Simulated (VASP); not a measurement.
**La: single point with PBE**

La:

```
La
1.0
     0.00000    3.01987    3.01987
     3.01987    0.00000    3.01987
     3.01987    3.01987    0.00000
La
2
Cartesian
  6.0397 6.0397 6.0397
  1.5099 1.5099 1.5099
```

This isn't the form of La at room conditions, which is double hcp.

```yaml
Program: VASP 6.6.1
Task: single point
Functional: PBE
Potentials_or_basis: VASP PAW PBE potentials, release 64 (La)
Cutoff: 500 eV
k_mesh: 5 × 5 × 5
Occupations: fermi-dirac, width 0.05 eV
Spin: no spin polarisation
```

- Pressure: 30.2 GPa
- Band gap on the k mesh: zero (filled and empty bands touch)

Levels at points of the mesh, in eV from the Fermi level:
```tsv
k point	band 7	band 8	band 9	band 10	band 11	band 12	band 13	band 14	band 15	band 16
(0.00, 0.00, 0.00)	-14.80	-14.80	-2.31	-1.08	-1.08	1.07	1.07	1.07	2.07	2.07
```

Run time: 7.9 s on 1 thread of Intel(R) Xeon(R) 6975P-C (Granite Rapids), on a shared host, peak memory 0.17 GiB.

Caveat: the k points lie up to 0.36 Å⁻¹ apart; spin-orbit coupling is left out, which moves the levels of the heavy elements.
